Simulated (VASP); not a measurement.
GaP: single point with PBE

Crystal: GaP.

```
Ga P
1.0
     0.00000    2.78051    2.72992
     2.78051    0.00000    2.72992
     2.78051    2.78051    0.00000
Ga P
1 1
Direct
  0.00000 0.00000 0.00000
  0.25000 0.25000 0.25000
```

This cell differs from its parent crystal: strained cell.

```
Program                : VASP 6.6.1
Task                   : single point
Functional             : PBE
Potentials or basis    : VASP PAW PBE potentials, release 64 (Ga_d, P)
Cutoff                 : 500 eV
k mesh                 : 8 × 8 × 8
Occupations            : gaussian, width 0.02 eV
Spin                   : no spin polarisation
Dipole correction      : no
Further INCAR settings : ALGO = Normal; EDIFF = 1e-06; NBANDS = 16
```

```json
{
  "Pressure": "-0.9 GPa",
  "Band gap on the k mesh": "1.42 eV"
}
```

Stress tensor (GPa, compression positive):
```
-1.36  0.00  0.00
 0.00 -1.36  0.00
 0.00  0.00 -0.07
```

Levels at points of the mesh, in eV from the valence-band top:
```
           k point  band 5  band 6  band 7  band 8  band 9  band 10  band 11  band 12  band 13  band 14
(0.00, 0.00, 0.00)  -14.46  -12.25   -0.10   -0.10    0.00     1.42     3.81     3.85     3.85     8.56
(0.50, 0.00, 0.00)  -14.45  -10.32   -6.46   -1.19   -1.05     1.47     4.60     4.74     8.14    10.52
(0.50, 0.50, 0.00)  -14.44   -9.42   -6.55   -2.68   -2.68     1.60     1.68    10.21    10.21    10.86
(0.50, 0.00, 0.50)  -14.45   -9.50   -6.66   -2.57   -2.56     1.72     1.85    10.19    10.21    10.69
```

Wall time 63 s on 1 thread of Intel Xeon 8259CL, with other jobs on the host, peak memory 0.18 GiB.

Caveat: the cell differs from its parent crystal (strained cell). A k mesh can miss the band edges.
